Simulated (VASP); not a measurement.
# YAl2N3 in VASP: further runs

The runs below take YAl2N3 through single point, relaxation of cell and atoms, with PBE.

Program: VASP 6.6.1. These are calculated values, not measurements. Logs are shortened: lines on timing, memory, paths and dates and some standing lists are left out, and cuts for length are marked.

## Step 1: The cell of the first run

The typed cell holds 6 atoms: a = 5.916 Å, b = 3.530 Å, c = 3.530 Å, α = 89.29°, β = 90.00°, γ = 90.00°.

## Step 2: Single point, PBE

INCAR

```
PREC = Accurate ; ENCUT = 520
EDIFF = 1E-6 ; ISMEAR = 0
SIGMA = 0.1 ; LREAL = False
LASPH = True ; NELM = 60
ALGO = Normal ; ISIF = 2
LWAVE = False ; LCHARG = False
GGA = PE ; NBANDS = 25
```

KPOINTS

```
regular mesh
0
Gamma
  4 4 4
```

POSCAR

```
YAl2N3
1.0
    5.9155545449      0.0000000000      0.0000000000
    0.0000000000      2.4803699450      2.5111054289
    0.0000000000     -2.4803699450      2.5111054289
Y Al N
1 2 3
Direct
    0.0000000000      0.0946832739      0.0946832739
    0.3157852690      0.5947979187      0.5947979187
    0.6842147310      0.5947979187      0.5947979187
    0.5000000000      0.0948320952      0.5948678642
    0.5000000000      0.5948678642      0.0948320952
    0.0000000000      0.5948249493      0.5948249493
```

Potentials or basis: VASP PAW PBE potentials, release 64 (Y_sv, Al, N).

The run is started by

```sh
$ cat potpaw_PBE.64/Y_sv/POTCAR potpaw_PBE.64/Al/POTCAR potpaw_PBE.64/N/POTCAR > POTCAR
$ mpirun -np 1 vasp_std > vasp.out
```

OUTCAR:

```text
PREC = Accurate
   ENCUT = 520
   EDIFF = 1E-6
   ISMEAR = 0
   LREAL = False
   LASPH = True
   NELM = 60
   ISIF = 2
   GGA = PE

 ion  position               nearest neighbor table
   1  0.000  0.095  0.095-   6 2.48   6 2.48   6 2.51   6 2.51   2 3.11   3 3.11   3 3.11   2 3.11
                             3 3.13   2 3.13   2 3.13   3 3.13
   2  0.316  0.595  0.595-   6 1.87   5 2.07   4 2.07   5 2.07   4 2.07   3 2.18   1 3.11   1 3.11
                             1 3.13   1 3.13
   3  0.684  0.595  0.595-   6 1.87   5 2.07   4 2.07   5 2.07   4 2.07   2 2.18   1 3.11   1 3.11
                             1 3.13   1 3.13
   4  0.500  0.095  0.595-   2 2.07   3 2.07   2 2.07   3 2.07
   5  0.500  0.595  0.095-   2 2.07   3 2.07   2 2.07   3 2.07
   6  0.000  0.595  0.595-   2 1.87   3 1.87   1 2.48   1 2.48   1 2.51   1 2.51

  LATTYP: Found a base centered orthorhombic cell.
 ALAT       =     4.9607398900
 B/A-ratio  =     1.0123914918
 C/A-ratio  =     1.1924742430

  Lattice vectors:

 A1 = (   0.0000000000,   2.4803699450,  -2.5111054289)
 A2 = (   0.0000000000,   2.4803699450,   2.5111054289)
 A3 = (   5.9155545449,   0.0000000000,   0.0000000000)

Analysis of symmetry for initial positions (statically):
=====================================================================
 Subroutine PRICEL returns:
 Original cell was already a primitive cell.

 Routine SETGRP: Setting up the symmetry group for a
 base centered orthorhombic supercell.

 Subroutine GETGRP returns: Found  4 space group operations
 (whereof  4 operations were pure point group operations)
 out of a pool of  8 trial point group operations.

The static configuration has the point symmetry C_2v.

Analysis of symmetry for dynamics (positions and initial velocities):
=====================================================================
 Subroutine PRICEL returns:
 Original cell was already a primitive cell.

 Routine SETGRP: Setting up the symmetry group for a
 base centered orthorhombic supercell.

 Subroutine GETGRP returns: Found  4 space group operations
 (whereof  4 operations were pure point group operations)
 out of a pool of  8 trial point group operations.

The dynamic configuration has the point symmetry C_2v.

 Subroutine INISYM returns: Found  4 space group operations
 (whereof  4 operations are pure point group operations),
 and found     1 'primitive' translations

----------------------------------------------------------------------------------------

                                     Primitive cell
[... 99 lines left out ...]
   IBRION =     -1    ionic relax: 0-MD 1-quasi-New 2-CG
   NFREE  =      0    steps in history (QN), initial steepest desc. (CG)
   ISIF   =      2    stress and relaxation
   ISYM   =      2    0-nonsym 1-usesym 2-fastsym
   POTIM  = 0.5000    time-step for ionic-motion
   TEBEG  =    0.0;   TEEND  =   0.0 temperature during run
   PSTRESS=    0.0 pullay stress
   NELECT =      32.0000    total number of electrons
   NUPDOWN=      -1.0000    fix difference up-down
   EMIN   =  10.00;   EMAX   =-10.00  energy-range for DOS
   EFERMI =   0.00;   METHOD = LEGACY
   ISMEAR =     0;   SIGMA  =   0.10  broadening in eV -4-tet -1-fermi 0-gaus
   EFERMI_NEDOS =   21; number of points for ismear=-14 and -15
   IALGO  =     38    algorithm
   IMIX   =      4    mixing-type and parameters
     AMIX     =   0.40;   BMIX     =  1.00
     AMIX_MAG =   1.60;   BMIX_MAG =  1.00
  volume/ion in A,a.u.               =      12.28        82.88
  Fermi-wavevector in a.u.,A,eV,Ry     =   1.239717  2.342725 20.910768  1.536898
  Thomas-Fermi vector in A             =   2.374188
   LORBIT       =      0    0 simple, 1 ext, 2 COOP (PROOUT), +10 PAW based schemes
   GGA     = PE    functional components
   LHFCALC =     F    Hartree Fock is set to
   AEXX    =    0.0000 exact exchange contribution
   IVDW    =     0    specifies the selected vdW correction
   LEPSILON=     F    determine dielectric tensor
   LRPA    =     F    only Hartree local field effects (RPA)
 non-spin polarized calculation
 Gauss-broadening in eV      SIGMA  =   0.10
  energy-cutoff  :      520.00
  volume of cell :       73.69
 maximum number of plane-waves:      2013
 NGX is ok and might be reduce to    48
   NGX = 21   NGY = 13   NGZ = 13

 number of electron      31.9999997 magnetization

 Free energy of the ion-electron system (eV)
  ---------------------------------------------------
  ext. energy  EPLUGINS =         0.00000000
  ---------------------------------------------------
  free energy    TOTEN  =       -39.71890154 eV

  energy without entropy =      -39.70916053  energy(sigma->0) =      -39.71403103

 E-fermi :   7.7346     XC(G=0): -11.0009

 val. band max:        7.7266985677   @ k =   0.5000   0.0000   0.0000
 cond. band min:       7.7578695146   @ k =   0.2500   0.0000   0.0000
 fundamental gap:      0.0311709469
 Fermi energy:         7.7345698201

 k-point     1 :       0.0000    0.0000    0.0000
  band No.  band energies     occupation
      1     -35.9887      2.00000
      2     -16.1251      2.00000
      3     -15.8880      2.00000
      4     -15.8763      2.00000
      5      -9.7510      2.00000
      6      -8.6454      2.00000
[... 577 lines left out ...]
     24      14.3609      0.00000
     25      14.3623      0.00000

------------------------ aborting loop because EDIFF is reached ----------------------------------------

  FORCE on cell =-STRESS in cart. coord.  units (eV):
  Direction    XX          YY          ZZ          XY          YZ          ZX
  --------------------------------------------------------------------------------------
  -------------------------------------------------------------------------------------
  Total       -0.1518886     -0.1205890     -0.1088507      0.0000000      0.0000000      0.0000000
  in kB       -3.3023951     -2.6218721     -2.3666552      0.0000000      0.0000000      0.0000000
  external PRESSURE =      -2.7636408 kB  Pullay stress =       0.0000000 kB

 VOLUME and BASIS-vectors are now :
 -----------------------------------------------------------------------------
  energy-cutoff  :      520.00
  volume of cell :       73.69
      direct lattice vectors                 reciprocal lattice vectors
     5.915554545  0.000000000  0.000000000     0.169045859  0.000000000  0.000000000
     0.000000000  2.480369945  2.511105429     0.000000000  0.201582833  0.199115495
     0.000000000 -2.480369945  2.511105429     0.000000000 -0.201582833  0.199115495

 POSITION                                       TOTAL-FORCE (eV/Angst)
 -----------------------------------------------------------------------------------
      0.00000      0.00000      0.47552         0.000000      0.000000      0.004782
      1.86804      0.00000      2.98720        -0.005764      0.000000     -0.000501
      4.04751      0.00000      2.98720         0.005764      0.000000     -0.000501
      2.95778     -1.24027      1.73191         0.000000      0.000373     -0.000521
      2.95778      1.24027      1.73191         0.000000     -0.000373     -0.000521
      0.00000      0.00000      2.98734         0.000000      0.000000     -0.002738
 -----------------------------------------------------------------------------------
    total drift:                                0.000000      0.000002     -0.000601

  FREE ENERGIE OF THE ION-ELECTRON SYSTEM (eV)
  ---------------------------------------------------
  free  energy   TOTEN  =       -39.7189015387 eV

  energy  without entropy=      -39.7091605278  energy(sigma->0) =      -39.71403103
```

OSZICAR:

```text
N       E                     dE             d eps       ncg     rms          rms(c)
DAV:   1     0.127828028767E+03    0.12783E+03   -0.14944E+04  1050   0.119E+03
DAV:   2    -0.377730807771E+02   -0.16560E+03   -0.15330E+03  1398   0.259E+02
DAV:   3    -0.484059876524E+02   -0.10633E+02   -0.10466E+02  1647   0.588E+01
DAV:   4    -0.486587689755E+02   -0.25278E+00   -0.25233E+00  1410   0.774E+00
DAV:   5    -0.486615405434E+02   -0.27716E-02   -0.27702E-02  1470   0.755E-01    0.236E+01
DAV:   6    -0.417234543710E+02    0.69381E+01   -0.29028E+01  1295   0.309E+01    0.270E+01
DAV:   7    -0.399228500914E+02    0.18006E+01   -0.57933E+00  1300   0.131E+01    0.190E+01
DAV:   8    -0.398052006295E+02    0.11765E+00   -0.72239E-01  1248   0.568E+00    0.111E+01
DAV:   9    -0.397409574481E+02    0.64243E-01   -0.54864E-01  1362   0.396E+00    0.141E+00
DAV:  10    -0.397236140459E+02    0.17343E-01   -0.44635E-02  1274   0.122E+00    0.748E-01
DAV:  11    -0.397193553613E+02    0.42587E-02   -0.34453E-02  1258   0.987E-01    0.244E-01
DAV:  12    -0.397189569511E+02    0.39841E-03   -0.26043E-03  1205   0.293E-01    0.106E-01
DAV:  13    -0.397189051926E+02    0.51759E-04   -0.42619E-04  1316   0.120E-01    0.546E-02
DAV:  14    -0.397189046456E+02    0.54693E-06   -0.13758E-04  1209   0.634E-02    0.135E-02
DAV:  15    -0.397189019965E+02    0.26491E-05   -0.86427E-06  1299   0.159E-02    0.663E-03
DAV:  16    -0.397189015387E+02    0.45781E-06   -0.24069E-06  1044   0.898E-03
   1 F= -.39718902E+02 E0= -.39714031E+02  d E =-.974101E-02
```

Wall time 36 s (1 thread of Intel Xeon Platinum 8259CL at 2.50GHz (Skylake/Cascade Lake), shared host); peak memory 0.21 GiB.

Results:

```
Free energy            : -39.7189 eV
Pressure               : -0.3 GPa
Largest force          : 0.006 eV/Å
Band gap on the k mesh : zero (band 16 reaches 8.26 eV, above the bottom of band 17 at 7.17 eV)
```

Forces in eV/Å, atoms in the order of the input:
```
Y    0.000  0.000  0.005
Al  -0.006  0.000 -0.001
Al   0.006  0.000 -0.001
N    0.000  0.000 -0.001
N    0.000  0.000 -0.001
N    0.000  0.000 -0.003
```

Caveat: the k points lie up to 0.45 Å⁻¹ apart.

(Continued in part 2 of 3.)
